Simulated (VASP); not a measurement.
# F: single point with r2SCAN

F:

```xyz
2
Lattice="0.0000 2.4222 2.4222 2.4222 0.0000 2.4222 2.4222 2.4222 0.0000" Properties=species:S:1:pos:R:3 pbc="T T T"
F     0.0000    0.0000    0.0000
F     1.2111    1.2111    1.2111
```

* Program: VASP 6.6.1
* Task: single point
* Functional: r2SCAN
* Potentials or basis: VASP PAW PBE potentials, release 64 (F)
* Cutoff: 520 eV
* k mesh: 12 × 12 × 12
* Occupations: fermi-dirac, width 0.1 eV
* Spin: no spin polarisation
* Dipole correction: no
* Further INCAR settings: ALGO = Normal; EDIFF = 1e-07; NBANDS = 14

| Item | Value |
| --- | --- |
| Pressure | -1.9 GPa |
| Band gap on the k mesh | zero (bands 7 and 8 overlap by 1.01 eV) |

Levels at points of the mesh, in eV from the Fermi level:
```tsv
k point	band 5	band 6	band 7	band 8	band 9	band 10
(0.00, 0.00, 0.00)	-2.58	-0.73	-0.73	-0.73	10.57	25.21
(0.50, 0.00, 0.00)	-3.05	-0.25	-0.24	-0.24	14.40	16.64
(0.50, 0.50, 0.00)	-1.87	-1.87	0.28	0.28	15.38	15.38
```

Run time: 58 s on 1 thread of Intel(R) Xeon(R) 6975P-C (Granite Rapids) (shared host), peak memory 0.16 GiB.

Caveat: the PAW data sets were made with another functional, which shifts forces and pressure a little.
